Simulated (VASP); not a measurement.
# Zr (Im-3m) in VASP: further runs, part 2 of 2

VASP 6.6.1. Earlier steps stand in the parts before.

## 4. Electric field gradients, PBE (23.13 Å³/atom)

This run uses another cell than the first one, of 23.13 Å³/atom.

The input, INCAR:

```
SYSTEM = Zr
PREC = Accurate ; ENCUT = 400
EDIFF = 1E-8 ; ISMEAR = -1
SIGMA = 0.08 ; LREAL = .FALSE.
LASPH = .TRUE. ; NELM = 120
ALGO = Normal ; ISIF = 2
LWAVE = .FALSE. ; LCHARG = .FALSE.
GGA = PE ; LEFG = .TRUE.
NBANDS = 12 ; GGA_COMPAT = .FALSE.
```

The input, KPOINTS:

```
Automatic mesh
0
G
  14 14 14
  0 0 0
```

The input, POSCAR:

```
Zr
1.0
   -1.7947891968      1.7947891968      1.7947891968
    1.7947891968     -1.7947891968      1.7947891968
    1.7947891968      1.7947891968     -1.7947891968
Zr
1
Direct
    0.0000000000      0.0000000000      0.0000000000
```

Potentials or basis: VASP PAW PBE potentials, release 64 (Zr_sv).

On the command line:

```sh
> cat potpaw_PBE.64/Zr_sv/POTCAR > POTCAR
> mpirun -np 1 vasp_std > vasp.out
```

OUTCAR:

```text
SYSTEM = Zr
   PREC = Accurate
   ENCUT = 400
   EDIFF = 1E-8
   ISMEAR = -1
   LREAL = .FALSE.
   LASPH = .TRUE.
   NELM = 120
   ISIF = 2
   GGA = PE

 ion  position               nearest neighbor table
   1  0.000  0.000  0.000-

  LATTYP: Found a body centered cubic cell.
 ALAT       =     3.5895783936

  Lattice vectors:

 A1 = (  -1.7947891968,   1.7947891968,   1.7947891968)
 A2 = (   1.7947891968,  -1.7947891968,   1.7947891968)
 A3 = (   1.7947891968,   1.7947891968,  -1.7947891968)

Analysis of symmetry for initial positions (statically):
=====================================================================
 Subroutine PRICEL returns:
 Original cell was already a primitive cell.

 Routine SETGRP: Setting up the symmetry group for a
 body centered cubic supercell.

 Subroutine GETGRP returns: Found 48 space group operations
 (whereof 48 operations were pure point group operations)
 out of a pool of 48 trial point group operations.

The static configuration has the point symmetry O_h .

Analysis of symmetry for dynamics (positions and initial velocities):
=====================================================================
 Subroutine PRICEL returns:
 Original cell was already a primitive cell.

 Routine SETGRP: Setting up the symmetry group for a
 body centered cubic supercell.

 Subroutine GETGRP returns: Found 48 space group operations
 (whereof 48 operations were pure point group operations)
 out of a pool of 48 trial point group operations.

The dynamic configuration has the point symmetry O_h .

 Subroutine INISYM returns: Found 48 space group operations
 (whereof 48 operations are pure point group operations),
 and found     1 'primitive' translations

----------------------------------------------------------------------------------------

                                     Primitive cell

  volume of cell :      23.1260

  direct lattice vectors                    reciprocal lattice vectors
    -1.794789197  1.794789197  1.794789197     0.000000000  0.278584249  0.278584249
     1.794789197 -1.794789197  1.794789197     0.278584249  0.000000000  0.278584249
     1.794789197  1.794789197 -1.794789197     0.278584249  0.278584249  0.000000000

  length of vectors
     3.108666078  3.108666078  3.108666078     0.393977623  0.393977623  0.393977623

  position of ions in fractional coordinates (direct lattice)
     0.000000000  0.000000000  0.000000000

  ion indices of the primitive-cell ions
   primitive index   ion index
                 1           1

----------------------------------------------------------------------------------------

 KPOINTS: Automatic mesh

Automatic generation of k-mesh.
 Grid dimensions read from file:
 generate k-points for:   14   14   14

 Generating k-lattice:

  Cartesian coordinates                     Fractional coordinates (reciprocal lattice)
     0.000000000  0.019898875  0.019898875     0.071428571  0.000000000  0.000000000
[... 72 lines left out ...]
   EMIN   =  10.00;   EMAX   =-10.00  energy-range for DOS
   EFERMI =   0.00;   METHOD = LEGACY
   ISMEAR =    -1;   SIGMA  =   0.08  broadening in eV -4-tet -1-fermi 0-gaus
   EFERMI_NEDOS =   21; number of points for ismear=-14 and -15
   IALGO  =     38    algorithm
   IMIX   =      4    mixing-type and parameters
     AMIX     =   0.40;   BMIX     =  1.00
     AMIX_MAG =   1.60;   BMIX_MAG =  1.00
  volume/ion in A,a.u.               =      23.13       156.06
  Fermi-wavevector in a.u.,A,eV,Ry     =   1.315533  2.485997 23.546617  1.730628
  Thomas-Fermi vector in A             =   2.445709
   LORBIT       =      0    0 simple, 1 ext, 2 COOP (PROOUT), +10 PAW based schemes
   GGA     = PE    functional components
   LHFCALC =     F    Hartree Fock is set to
   AEXX    =    0.0000 exact exchange contribution
   IVDW    =     0    specifies the selected vdW correction
   LEPSILON=     F    determine dielectric tensor
   LRPA    =     F    only Hartree local field effects (RPA)
 non-spin polarized calculation
  energy-cutoff  :      400.00
  volume of cell :       23.13
 maximum number of plane-waves:       432
   NGX = 11   NGY = 11   NGZ = 11

 number of electron      11.9999999 magnetization

 Free energy of the ion-electron system (eV)
  ---------------------------------------------------
  ext. energy  EPLUGINS =         0.00000000
  ---------------------------------------------------
  free energy    TOTEN  =        -8.45374993 eV

  energy without entropy =       -8.41454704  energy(sigma->0) =       -8.43414849

 E-fermi :   8.7866     XC(G=0): -11.1068

 val. band max:        8.7827045189   @ k =   0.2143   0.2143   0.0000
 cond. band min:       8.7921584127   @ k =  -0.4286  -0.4286   0.1429
 fundamental gap:      0.0094538938
 Fermi energy:         8.7866084912

 k-point     1 :       0.0000    0.0000    0.0000
  band No.  band energies     occupation
      1     -39.6924      2.00000
      2     -17.1974      2.00000
      3     -17.1974      2.00000
      4     -17.1974      2.00000
      5       3.4085      2.00000
      6       9.9130      0.00000
      7       9.9130      0.00000
      8       9.9130      0.00000
      9      12.4008      0.00000
     10      12.4008      0.00000
     11      21.1963      0.00000
     12      21.1963      0.00000
[... 331 lines left out ...]
 k-point    24 :       0.3571    0.2857   -0.0000
  band No.  band energies     occupation
      1     -39.5185      2.00000
      2     -17.9515      2.00000
      3     -17.8000      2.00000
      4     -17.3193      2.00000
      5       7.3953      2.00000
      6       8.2369      1.99793
      7       8.6369      1.73333
      8      12.5687      0.00000
      9      12.9829      0.00000
     10      17.3251      0.00000
     11      17.7861      0.00000
     12      19.2298      0.00000

 [... further k-points ...]

------------------------ aborting loop because EDIFF is reached ----------------------------------------

  FORCE on cell =-STRESS in cart. coord.  units (eV):
  Direction    XX          YY          ZZ          XY          YZ          ZX
  --------------------------------------------------------------------------------------
  -------------------------------------------------------------------------------------
  Total       -0.1664482     -0.1664482     -0.1664482     -0.0000000      0.0000000      0.0000000
  in kB      -11.5315937    -11.5315937    -11.5315937     -0.0000000      0.0000000      0.0000000
  external PRESSURE =     -11.5315937 kB  Pullay stress =       0.0000000 kB

 VOLUME and BASIS-vectors are now :
 -----------------------------------------------------------------------------
  energy-cutoff  :      400.00
  volume of cell :       23.13
      direct lattice vectors                 reciprocal lattice vectors
    -1.794789197  1.794789197  1.794789197     0.000000000  0.278584249  0.278584249
     1.794789197 -1.794789197  1.794789197     0.278584249  0.000000000  0.278584249
     1.794789197  1.794789197 -1.794789197     0.278584249  0.278584249  0.000000000

 POSITION                                       TOTAL-FORCE (eV/Angst)
 -----------------------------------------------------------------------------------
      0.00000      0.00000      0.00000         0.000000      0.000000     -0.000000
 -----------------------------------------------------------------------------------
    total drift:                                0.000000     -0.000000      0.000000

  FREE ENERGIE OF THE ION-ELECTRON SYSTEM (eV)
  ---------------------------------------------------
  free  energy   TOTEN  =        -8.4537499342 eV

  energy  without entropy=       -8.4145470360  energy(sigma->0) =       -8.43414849

 Electric field gradients (V/A^2)
---------------------------------------------------------------------
 ion       V_xx      V_yy      V_zz      V_xy      V_xz      V_yz
---------------------------------------------------------------------
   1      -0.000     0.000    -0.000     0.000     0.000     0.000
---------------------------------------------------------------------

 Electric field gradients after diagonalization (V/A^2)
 (convention: |V_zz| > |V_xx| > |V_yy|)
----------------------------------------------------------------------
 ion       V_xx      V_yy      V_zz     asymmetry (V_yy - V_xx)/ V_zz
----------------------------------------------------------------------
   1      -0.000    -0.000     0.000       0.000
----------------------------------------------------------------------

           NMR quadrupolar parameters

 Cq : quadrupolar parameter    Cq=e*Q*V_zz/h
 eta: asymmetry parameters     (V_yy - V_xx)/ V_zz
 Q  : nuclear electric quadrupole moment in mb (millibarn)
----------------------------------------------------------------------
 ion       Cq(MHz)       eta       Q (mb)
----------------------------------------------------------------------
   1       0.000       0.000       1.000
----------------------------------------------------------------------
```

OSZICAR:

```text
N       E                     dE             d eps       ncg     rms          rms(c)
DAV:   1     0.722285693514E+02    0.72229E+02   -0.60119E+03  2532   0.825E+02
DAV:   2    -0.648149433846E+01   -0.78710E+02   -0.76619E+02  2928   0.242E+02
DAV:   3    -0.873249701420E+01   -0.22510E+01   -0.22065E+01  3564   0.350E+01
DAV:   4    -0.877997531033E+01   -0.47478E-01   -0.47446E-01  2896   0.515E+00
DAV:   5    -0.878116672216E+01   -0.11914E-02   -0.11914E-02  3544   0.613E-01    0.102E+01
DAV:   6    -0.850144138753E+01    0.27973E+00   -0.36728E-01  2712   0.558E+00    0.408E+00
DAV:   7    -0.845101735910E+01    0.50424E-01   -0.18615E-01  3036   0.379E+00    0.665E-01
DAV:   8    -0.845375998196E+01   -0.27426E-02   -0.10741E-02  2980   0.118E+00    0.971E-02
DAV:   9    -0.845375750145E+01    0.24805E-05   -0.37944E-04  3212   0.163E-01    0.246E-02
DAV:  10    -0.845375205581E+01    0.54456E-05   -0.18085E-05  3024   0.448E-02    0.112E-02
DAV:  11    -0.845375003053E+01    0.20253E-05   -0.14857E-06  3260   0.128E-02    0.284E-03
DAV:  12    -0.845374993953E+01    0.90992E-07   -0.69184E-08  3292   0.265E-03    0.437E-04
DAV:  13    -0.845374993425E+01    0.52880E-08   -0.17451E-09  1608   0.500E-04
   1 F= -.84537499E+01 E0= -.84341485E+01  d E =-.392029E-01
```

Run time: 26 s. Hardware: 1 thread of Intel Xeon 8259CL, shared host; peak memory 0.13 GiB.

Results:

```
Free energy                             : -8.4537 eV
Pressure                                : -1.2 GPa
Band gap on the k mesh                  : zero (bands 6 and 7 overlap by 1.76 eV)
Largest electric field gradient by atom : zero within the noise of the run
```

Levels at points of the mesh, in eV from the Fermi level:
| k point | band 3 | band 4 | band 5 | band 6 | band 7 | band 8 | band 9 | band 10 |
| --- | --- | --- | --- | --- | --- | --- | --- | --- |
| (0.00, 0.00, 0.00) | -25.98 | -25.98 | -5.38 | 1.13 | 1.13 | 1.13 | 3.61 | 3.61 |
| (0.50, 0.00, 0.00) | -26.30 | -25.99 | -2.80 | -0.67 | 1.62 | 3.61 | 4.28 | 6.35 |
| (0.50, 0.50, 0.50) | -26.66 | -26.66 | -2.56 | -2.56 | 5.67 | 5.67 | 5.67 | 7.45 |

## 5. Summary

```csv
cell,gap on the mesh (eV),pressure (GPa)
"a = 3.082 Å, angles 109.5°, 1 atom",none,1.1
"a = 3.071 Å, angles 109.5°, 1 atom",none,2.1
"a = 3.109 Å, angles 109.5°, 1 atom",none,-1.2
```

Alike in all rows: task electric field gradients; level PBE; potentials or basis VASP PAW PBE potentials, release 64 (Zr_sv); no spin polarisation; k mesh 14 × 14 × 14; cutoff (eV) 400; smearing fermi-dirac 0.08 eV.

Absolute energies hang on the potentials; compare differences alone.
